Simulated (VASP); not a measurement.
# Al (I4/mmm) in VASP: a series of runs, part 2 of 3

VASP 6.6.1.

## 4. Single point, LDA (15.35 Å³/atom)

Contents of INCAR:

```
SYSTEM = Al
PREC = Accurate ; ENCUT = 520
EDIFF = 1E-6 ; ISMEAR = 0
SIGMA = 0.15 ; LREAL = .FALSE.
LASPH = .TRUE. ; NELM = 60
ALGO = Normal ; ISIF = 2
LWAVE = .FALSE. ; LCHARG = .FALSE.
NBANDS = 8
```

Contents of KPOINTS:

```
Automatic mesh
0
G
  22 22 22
  0 0 0
```

Contents of POSCAR:

```
Al
1.0
   -1.4529720876      1.4529720876      1.8181039732
    1.4529720876     -1.4529720876      1.8181039732
    1.4529720876      1.4529720876     -1.8181039732
Al
1
Direct
    0.0000000000      0.0000000000      0.0000000000
```

Potentials or basis: VASP PAW LDA potentials, release 64 (Al).

On the command line:

```sh
$ cat potpaw_LDA.64/Al/POTCAR > POTCAR
$ mpirun -np 1 vasp_std > vasp.out
```

OUTCAR:

```text
SYSTEM = Al
   PREC = Accurate
   ENCUT = 520
   EDIFF = 1E-6
   ISMEAR = 0
   LREAL = .FALSE.
   LASPH = .TRUE.
   NELM = 60
   ISIF = 2

 ion  position               nearest neighbor table
   1  0.000  0.000  0.000-

  LATTYP: Found a body centered tetragonal cell.
 ALAT       =     2.9059441752
 C/A-ratio  =     1.2513000000

  Lattice vectors:

 A1 = (  -1.4529720876,   1.4529720876,   1.8181039732)
 A2 = (   1.4529720876,  -1.4529720876,   1.8181039732)
 A3 = (   1.4529720876,   1.4529720876,  -1.8181039732)

Analysis of symmetry for initial positions (statically):
=====================================================================
 Subroutine PRICEL returns:
 Original cell was already a primitive cell.

 Routine SETGRP: Setting up the symmetry group for a
 body centered tetragonal supercell.

 Subroutine GETGRP returns: Found 16 space group operations
 (whereof 16 operations were pure point group operations)
 out of a pool of 16 trial point group operations.

The static configuration has the point symmetry D_4h.

Analysis of symmetry for dynamics (positions and initial velocities):
=====================================================================
 Subroutine PRICEL returns:
 Original cell was already a primitive cell.

 Routine SETGRP: Setting up the symmetry group for a
 body centered tetragonal supercell.

 Subroutine GETGRP returns: Found 16 space group operations
 (whereof 16 operations were pure point group operations)
 out of a pool of 16 trial point group operations.

The dynamic configuration has the point symmetry D_4h.

 Subroutine INISYM returns: Found 16 space group operations
 (whereof 16 operations are pure point group operations),
 and found     1 'primitive' translations

----------------------------------------------------------------------------------------

[... 109 lines left out ...]
     AMIX     =   0.40;   BMIX     =  1.00
     AMIX_MAG =   1.60;   BMIX_MAG =  1.00
  volume/ion in A,a.u.               =      15.35       103.61
  Fermi-wavevector in a.u.,A,eV,Ry     =   0.949987  1.795214 12.278913  0.902475
  Thomas-Fermi vector in A             =   2.078321
   LORBIT       =      0    0 simple, 1 ext, 2 COOP (PROOUT), +10 PAW based schemes
   GGA     = CA    functional components
   LHFCALC =     F    Hartree Fock is set to
   AEXX    =    0.0000 exact exchange contribution
   IVDW    =     0    specifies the selected vdW correction
   LEPSILON=     F    determine dielectric tensor
   LRPA    =     F    only Hartree local field effects (RPA)
 non-spin polarized calculation
 Gauss-broadening in eV      SIGMA  =   0.15
  energy-cutoff  :      520.00
  volume of cell :       15.35
 maximum number of plane-waves:       434
   NGX = 11   NGY = 11   NGZ = 11

 number of electron       3.0000000 magnetization

 Free energy of the ion-electron system (eV)
  ---------------------------------------------------
  ext. energy  EPLUGINS =         0.00000000
  ---------------------------------------------------
  free energy    TOTEN  =        -4.15915380 eV

  energy without entropy =       -4.15441357  energy(sigma->0) =       -4.15678369

 E-fermi :   8.5341     XC(G=0): -10.6132

 val. band max:        8.5280300451   @ k =   0.2273   0.2273   0.1364
 cond. band min:       8.5435545646   @ k =  -0.3636   0.5000   0.0455
 fundamental gap:      0.0155245194
 Fermi energy:         8.5340756829

 k-point     1 :       0.0000    0.0000    0.0000
  band No.  band energies     occupation
      1      -3.0445      2.00000
      2      21.2942      0.00000
      3      21.2942      0.00000
      4      22.6085      0.00000
      5      23.2695      0.00000
      6      23.6675      0.00000
      7      23.6675      0.00000
      8      25.9584      0.00000
[... 243 lines left out ...]
 k-point    24 :      -0.4545    0.0455    0.0000
  band No.  band energies     occupation
      1       2.3576      2.00000
      2       5.8206      2.00000
      3      18.2882      0.00000
      4      18.7163      0.00000
      5      21.3379      0.00000
      6      21.7820      0.00000
      7      24.6043      0.00000
      8      27.6743      0.00000

 [... further k-points ...]

------------------------ aborting loop because EDIFF is reached ----------------------------------------

  FORCE on cell =-STRESS in cart. coord.  units (eV):
  Direction    XX          YY          ZZ          XY          YZ          ZX
  --------------------------------------------------------------------------------------
  -------------------------------------------------------------------------------------
  Total        0.1208131      0.1208131      0.7894190      0.0000000     -0.0000000      0.0000000
  in kB       12.6075723     12.6075723     82.3805880      0.0000000     -0.0000000      0.0000000
  external PRESSURE =      35.8652442 kB  Pullay stress =       0.0000000 kB

 VOLUME and BASIS-vectors are now :
 -----------------------------------------------------------------------------
  energy-cutoff  :      520.00
  volume of cell :       15.35
      direct lattice vectors                 reciprocal lattice vectors
    -1.452972088  1.452972088  1.818103973     0.000000000  0.344122234  0.275011775
     1.452972088 -1.452972088  1.818103973     0.344122234  0.000000000  0.275011775
     1.452972088  1.452972088 -1.818103973     0.344122234  0.344122234  0.000000000

 POSITION                                       TOTAL-FORCE (eV/Angst)
 -----------------------------------------------------------------------------------
      0.00000      0.00000      0.00000        -0.000000     -0.000000      0.000000
 -----------------------------------------------------------------------------------
    total drift:                                0.000000     -0.000000     -0.000000

  FREE ENERGIE OF THE ION-ELECTRON SYSTEM (eV)
  ---------------------------------------------------
  free  energy   TOTEN  =        -4.1591538030 eV

  energy  without entropy=       -4.1544135693  energy(sigma->0) =       -4.15678369
```

OSZICAR:

```text
N       E                     dE             d eps       ncg     rms          rms(c)
DAV:   1    -0.270273367780E+01   -0.27027E+01   -0.89495E+02 13448   0.207E+02
DAV:   2    -0.418292287777E+01   -0.14802E+01   -0.14242E+01 18656   0.196E+01
DAV:   3    -0.418949080942E+01   -0.65679E-02   -0.65610E-02 16752   0.143E+00
DAV:   4    -0.418950174708E+01   -0.10938E-04   -0.10938E-04 21008   0.544E-02
DAV:   5    -0.418950176161E+01   -0.14534E-07   -0.13223E-07 16944   0.103E-03    0.148E+00
DAV:   6    -0.417106030637E+01    0.18441E-01   -0.22979E-03 16768   0.188E-01    0.829E-01
DAV:   7    -0.415917929214E+01    0.11881E-01   -0.57581E-03 16464   0.293E-01    0.172E-01
DAV:   8    -0.415915396858E+01    0.25324E-04   -0.21880E-05 19944   0.294E-02    0.141E-02
DAV:   9    -0.415915380297E+01    0.16560E-06   -0.11514E-07 17768   0.173E-03
   1 F= -.41591538E+01 E0= -.41567837E+01  d E =-.474023E-02
```

stdout:

```text
POSCAR found type information on POSCAR Al
 POSCAR found :  1 types and       1 ions
 scaLAPACK will be used
 LDA part: xc-table for (Slater(with rela. corr.)+CA(PZ))
 , standard interpolation
 POSCAR, INCAR and KPOINTS ok, starting setup
 FFT: planning ... GRIDC
 FFT: planning ... GRID_SOFT
 FFT: planning ... GRID
 WAVECAR not read
 entering main loop
```

It took 2.2 min on 1 thread of AMD EPYC, shared host; peak memory 0.15 GiB.

What came out:

```
Free energy            : -4.1592 eV
Pressure               : 3.6 GPa
Band gap on the k mesh : zero (an odd number of electrons rules out a gap without spin polarisation)
```

Levels at points of the mesh, in eV from the Fermi level:
| k point | band 1 | band 2 | band 3 | band 4 |
| --- | --- | --- | --- | --- |
| (0.00, 0.00, 0.00) | -11.58 | 12.76 | 12.76 | 14.07 |
| (0.50, 0.00, 0.00) | -4.78 | -4.40 | 10.44 | 10.59 |
| (0.50, 0.50, 0.00) | -3.63 | -2.45 | 6.03 | 6.46 |
| (0.50, 0.50, 0.50) | -1.63 | 0.15 | 4.40 | 4.40 |

Caveat: the stress differs along the axes, from 1 to 8 GPa.

## 5. Single point, LDA (15.35 Å³/atom)

Contents of INCAR:

```
SYSTEM = Al
PREC = Accurate
ENCUT = 520
EDIFF = 1E-7
ISMEAR = 0
SIGMA = 0.15
LREAL = .False.
LASPH = .True.
NELM = 80
ALGO = Normal
ISIF = 2
LWAVE = .False.
LCHARG = .False.
NBANDS = 8
```

Contents of KPOINTS:

```
Automatic mesh
0
Gamma
  22 22 22
  0 0 0
```

Contents of POSCAR:

```
Al
1.0
   -1.5271858517      1.5271858517      1.6456954737
    1.5271858517     -1.5271858517      1.6456954737
    1.5271858517      1.5271858517     -1.6456954737
Al
1
Direct
    0.0000000000      0.0000000000      0.0000000000
```

On the command line:

```sh
$ cat potpaw_LDA.64/Al/POTCAR > POTCAR
$ mpirun -np 1 vasp_std > vasp.out
```

It took 2.2 min on 1 thread of AMD EPYC, shared host; peak memory 0.15 GiB.

It converged, with:

- Free energy: -4.0902 eV
- Pressure: 4.5 GPa
- Band gap on the k mesh: zero (an odd number of electrons rules out a gap without spin polarisation)

Stress tensor (GPa, compression positive):
```
3.29 0.00 0.00
0.00 3.29 0.00
0.00 0.00 7.02
```

Levels at points of the mesh, in eV from the Fermi level:
| k point | band 1 | band 2 | band 3 | band 4 |
| --- | --- | --- | --- | --- |
| (0.00, 0.00, 0.00) | -11.61 | 13.12 | 13.12 | 14.87 |
| (0.50, 0.00, 0.00) | -4.67 | -4.17 | 9.02 | 9.15 |
| (0.50, 0.50, 0.00) | -4.29 | -3.48 | 7.44 | 7.69 |
| (0.50, 0.50, 0.50) | 0.59 | 2.21 | 2.71 | 2.71 |

Caveat: the cell stands under pressure.

(Continued in part 3 of 3.)

The gap in the log of VASP goes by the Fermi energy; the results here count the filled bands.